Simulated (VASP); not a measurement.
# Rh (Pm-3m) in VASP: further runs, part 2 of 2

VASP 6.6.1. The steps go on from the part before.

## Step 3: Single point, r2SCAN, collinear spin, ferromagnetic start (16.49 Å³/atom)

This run uses another cell than the first one, of 16.49 Å³/atom.

The input, POSCAR:

```
Rh
1.0
    2.5455464226      0.0000000000      0.0000000000
    0.0000000000      2.5455464226      0.0000000000
    0.0000000000      0.0000000000      2.5455464226
Rh
1
Direct
    0.0000000000      0.0000000000      0.0000000000
```

The input, INCAR.step1:

```
SYSTEM = Rh
PREC     = Accurate       ! precision mode
ENCUT    = 520            ! plane-wave cutoff, eV
ISMEAR   = -1             ! smearing method
SIGMA    = 0.05           ! smearing width, eV
LREAL    = .FALSE.        ! projectors in reciprocal space
LASPH    = .TRUE.         ! aspherical terms in the spheres
NELM     = 150            ! most SCF steps
ISPIN    = 2              ! spin polarisation
MAGMOM   = 1              ! initial moments
LMAXMIX  = 4              ! l up to which the mixer works
NBANDS   = 18             ! bands
GGA      = PE             ! functional
ALGO     = Normal         ! electronic algorithm
EDIFF    = 1E-4           ! SCF threshold, eV
LWAVE    = .TRUE.         ! write WAVECAR
LCHARG   = .FALSE.        ! write CHGCAR
```

The input, INCAR.step2:

```
SYSTEM = Rh
PREC     = Accurate       ! precision mode
ENCUT    = 520            ! plane-wave cutoff, eV
EDIFF    = 1E-7           ! SCF threshold, eV
ISMEAR   = -1             ! smearing method
SIGMA    = 0.05           ! smearing width, eV
LREAL    = .FALSE.        ! projectors in reciprocal space
LASPH    = .TRUE.         ! aspherical terms in the spheres
NELM     = 150            ! most SCF steps
ALGO     = Normal         ! electronic algorithm
ISIF     = 2              ! what is computed and relaxed
LWAVE    = .FALSE.        ! write WAVECAR
LCHARG   = .FALSE.        ! write CHGCAR
ISPIN    = 2              ! spin polarisation
MAGMOM   = 1              ! initial moments
LORBIT   = 11             ! projections on sites
LMAXMIX  = 4              ! l up to which the mixer works
METAGGA  = R2SCAN         ! meta-GGA
LMIXTAU  = .TRUE.       
NBANDS   = 18             ! bands
ISTART   = 1
```

The input, KPOINTS:

```
Automatic mesh
0
G
  14 14 14
  0 0 0
```

Potentials or basis: VASP PAW PBE potentials, release 64 (Rh_pv).

Command:

```bash
cat potpaw_PBE.64/Rh_pv/POTCAR > POTCAR
cp INCAR.step1 INCAR
mpirun -np 1 vasp_std > vasp.out
cp INCAR.step2 INCAR
mpirun -np 1 vasp_std > vasp.out
```

It took 1.8 min on 1 thread of AMD EPYC 9R45 (Zen 5), shared host; peak memory 0.14 GiB.

It converged, with:

- Free energy: -23.3451 eV
- Pressure: -6.5 GPa
- Net moment: 0.00 μB per cell
- Valence electrons inside the program's atomic spheres: Rh 13.80

Levels at points of the mesh, in eV from the Fermi level:
Spin up:
```csv
k point,band 3,band 4,band 5,band 6,band 7,band 8,band 9,band 10,band 11,band 12
"(0.00, 0.00, 0.00)",-47.36,-6.71,-5.18,-5.18,0.74,0.74,0.74,17.48,17.48,17.48
"(0.50, 0.00, 0.00)",-47.30,-4.55,-4.34,-1.38,-1.38,0.29,0.94,6.38,18.22,18.32
"(0.50, 0.50, 0.00)",-47.24,-5.59,-3.69,-0.98,-0.98,2.34,5.98,5.98,13.86,13.95
"(0.50, 0.50, 0.50)",-47.91,-4.48,-4.48,-4.48,2.47,2.47,10.96,12.49,12.49,12.49
```
Spin down:
| k point | band 5 | band 6 | band 7 | band 8 | band 9 | band 10 |
| --- | --- | --- | --- | --- | --- | --- |
| (0.00, 0.00, 0.00) | -5.18 | -5.18 | 0.73 | 0.73 | 0.73 | 17.48 |
| (0.50, 0.00, 0.00) | -4.34 | -1.38 | -1.38 | 0.29 | 0.94 | 6.38 |
| (0.50, 0.50, 0.00) | -3.69 | -0.98 | -0.98 | 2.34 | 5.98 | 5.98 |
| (0.50, 0.50, 0.50) | -4.48 | -4.48 | 2.47 | 2.47 | 10.96 | 12.49 |

Caveat: the cell stands under tension; the PAW data sets were made with another functional, which shifts forces and pressure a little.

## Step 4: Single point, r2SCAN, collinear spin, ferromagnetic start (17.13 Å³/atom)

This run uses another cell than the first one, of 17.13 Å³/atom.

The input, POSCAR:

```
Rh
1.0
    2.5777719503      0.0000000000      0.0000000000
    0.0000000000      2.5777719503      0.0000000000
    0.0000000000      0.0000000000      2.5777719503
Rh
1
Direct
    0.0000000000      0.0000000000      0.0000000000
```

The input, INCAR.step1:

```
SYSTEM = Rh
ALGO = Normal
EDIFF = 1E-4
ENCUT = 520
GGA = PE
ISMEAR = -1
ISPIN = 2
LASPH = .TRUE.
LCHARG = .FALSE.
LMAXMIX = 4
LREAL = .FALSE.
LWAVE = .TRUE.
MAGMOM = 1
NBANDS = 18
NELM = 150
PREC = Accurate
SIGMA = 0.05
```

The input, INCAR.step2:

```
SYSTEM = Rh
ALGO = Normal
EDIFF = 1E-7
ENCUT = 520
ISIF = 2
ISMEAR = -1
ISPIN = 2
ISTART = 1
LASPH = .TRUE.
LCHARG = .TRUE.
LELF = .TRUE.
LMAXMIX = 4
LMIXTAU = .TRUE.
LORBIT = 11
LREAL = .FALSE.
LVHAR = .TRUE.
LWAVE = .FALSE.
MAGMOM = 1
METAGGA = R2SCAN
NBANDS = 18
NELM = 150
PREC = Accurate
SIGMA = 0.05
```

The input, KPOINTS:

```
k-points
0
G
  14 14 14
  0 0 0
```

Command:

```bash
cat potpaw_PBE.64/Rh_pv/POTCAR > POTCAR
cp INCAR.step1 INCAR
mpirun -np 1 vasp_std > vasp.out
cp INCAR.step2 INCAR
mpirun -np 1 vasp_std > vasp.out
```

It took 1.9 min on 1 thread of AMD EPYC 9R45 (Zen 5), shared host; peak memory 0.14 GiB.

The run converged. Its results:

| Quantity | Value |
| --- | --- |
| Free energy | -23.3077 eV |
| Pressure | -12.3 GPa |
| Net moment | 0.00 μB per cell |
| Valence electrons inside the program's atomic spheres | Rh 13.75 |

Levels at points of the mesh, in eV from the Fermi level:
Spin up:
```tsv
k point	band 5	band 6	band 7	band 8	band 9	band 10
(0.00, 0.00, 0.00)	-4.90	-4.90	0.68	0.68	0.68	17.18
(0.50, 0.00, 0.00)	-4.15	-1.30	-1.30	0.38	0.87	6.09
(0.50, 0.50, 0.00)	-3.51	-0.93	-0.93	2.20	5.88	5.88
(0.50, 0.50, 0.50)	-4.22	-4.22	2.32	2.32	11.01	12.13
```
Spin down:
```csv
k point,band 5,band 6,band 7,band 8,band 9,band 10
"(0.00, 0.00, 0.00)",-4.90,-4.90,0.69,0.69,0.69,17.18
"(0.50, 0.00, 0.00)",-4.15,-1.30,-1.30,0.38,0.88,6.10
"(0.50, 0.50, 0.00)",-3.51,-0.92,-0.92,2.20,5.88,5.88
"(0.50, 0.50, 0.50)",-4.22,-4.22,2.33,2.33,11.01,12.13
```

Caveat: the cell stands under tension; the PAW data sets were made with another functional, which shifts forces and pressure a little.

## Step 5: Single point, r2SCAN, collinear spin, ferromagnetic start (17.76 Å³/atom)

This run uses another cell than the first one, of 17.76 Å³/atom.

The input, POSCAR:

```
Rh
1.0
    2.6092112921      0.0000000000      0.0000000000
    0.0000000000      2.6092112921      0.0000000000
    0.0000000000      0.0000000000      2.6092112921
Rh
1
Direct
    0.0000000000      0.0000000000      0.0000000000
```

The input, INCAR.step1:

```
SYSTEM = Rh
PREC     = Accurate       ! precision mode
ENCUT    = 520            ! plane-wave cutoff, eV
ISMEAR   = -1             ! smearing method
SIGMA    = 0.05           ! smearing width, eV
LREAL    = .FALSE.        ! projectors in reciprocal space
LASPH    = .TRUE.         ! aspherical terms in the spheres
NELM     = 150            ! most SCF steps
ISPIN    = 2              ! spin polarisation
MAGMOM   = 1              ! initial moments
LMAXMIX  = 4              ! l up to which the mixer works
NBANDS   = 18             ! bands
GGA      = PE             ! functional
ALGO     = Normal         ! electronic algorithm
EDIFF    = 1E-4           ! SCF threshold, eV
LWAVE    = .TRUE.         ! write WAVECAR
LCHARG   = .FALSE.        ! write CHGCAR
```

The input, INCAR.step2:

```
SYSTEM = Rh
PREC     = Accurate       ! precision mode
ENCUT    = 520            ! plane-wave cutoff, eV
EDIFF    = 1E-6           ! SCF threshold, eV
ISMEAR   = -1             ! smearing method
SIGMA    = 0.05           ! smearing width, eV
LREAL    = .FALSE.        ! projectors in reciprocal space
LASPH    = .TRUE.         ! aspherical terms in the spheres
NELM     = 150            ! most SCF steps
ALGO     = Normal         ! electronic algorithm
ISIF     = 2              ! what is computed and relaxed
LWAVE    = .FALSE.        ! write WAVECAR
LCHARG   = .TRUE.         ! write CHGCAR
ISPIN    = 2              ! spin polarisation
MAGMOM   = 1              ! initial moments
LORBIT   = 11             ! projections on sites
LMAXMIX  = 4              ! l up to which the mixer works
METAGGA  = R2SCAN         ! meta-GGA
LMIXTAU  = .TRUE.       
LELF     = .TRUE.         ! ELF
LVHAR    = .TRUE.       
NBANDS   = 18             ! bands
ISTART   = 1
```

The input, KPOINTS:

```
regular mesh
0
G
  14 14 14
  0 0 0
```

Command:

```bash
cat potpaw_PBE.64/Rh_pv/POTCAR > POTCAR
cp INCAR.step1 INCAR
mpirun -np 1 vasp_std > vasp.out
cp INCAR.step2 INCAR
mpirun -np 1 vasp_std > vasp.out
```

Run time: 1.9 min. Hardware: 1 thread of AMD EPYC 9R45 (Zen 5), shared host; peak memory 0.14 GiB.

It converged, with:

```
Free energy                                           : -23.2501 eV
Pressure                                              : -16.8 GPa
Net moment                                            : 0.01 μB per cell
Valence electrons inside the program's atomic spheres : Rh 13.71
```

Levels at points of the mesh, in eV from the Fermi level:
Spin up:
```csv
k point,band 5,band 6,band 7,band 8,band 9,band 10
"(0.00, 0.00, 0.00)",-4.65,-4.65,0.64,0.64,0.64,16.90
"(0.50, 0.00, 0.00)",-3.97,-1.23,-1.23,0.47,0.81,5.83
"(0.50, 0.50, 0.00)",-3.35,-0.88,-0.88,2.07,5.79,5.79
"(0.50, 0.50, 0.50)",-3.98,-3.98,2.19,2.19,11.05,11.79
```
Spin down:
```
           k point  band 4  band 5  band 6  band 7  band 8  band 9  band 10  band 11
(0.00, 0.00, 0.00)   -6.22   -4.65   -4.65    0.65    0.65    0.65    16.90    16.90
(0.50, 0.00, 0.00)   -4.09   -3.97   -1.22   -1.22    0.47    0.82     5.83    18.15
(0.50, 0.50, 0.00)   -4.96   -3.34   -0.87   -0.87    2.07    5.79     5.79    12.82
(0.50, 0.50, 0.50)   -3.98   -3.98   -3.98    2.19    2.19   11.05    11.79    11.79
```

Caveat: the cell stands under tension; an empty level that is flat over the whole mesh can mark a ghost state of the potentials, or a narrow d or f band; the PAW data sets were made with another functional, which shifts forces and pressure a little.

## Step 6: Summary

```csv
cell,gap on the mesh (eV),pressure (GPa),moment (μB)
"a = 2.512 Å, 1 atom",none,0.8,0.00
"a = 2.546 Å, 1 atom",none,-6.5,0.00
"a = 2.578 Å, 1 atom",none,-12.3,0.00
"a = 2.609 Å, 1 atom",none,-16.8,0.01
```

Alike in all rows: task single point; level r2SCAN; potentials or basis VASP PAW PBE potentials, release 64 (Rh_pv); spin collinear, ferromagnetic start; k mesh 14 × 14 × 14; cutoff (eV) 520; smearing fermi-dirac 0.05 eV.

Caveats: the PAW data sets were made with another functional, which shifts forces and pressure a little; the cell stands under tension (at least some runs); an empty level that is flat over the whole mesh can mark a ghost state of the potentials, or a narrow d or f band (at least some runs).

Absolute energies hang on the potentials; compare differences alone.
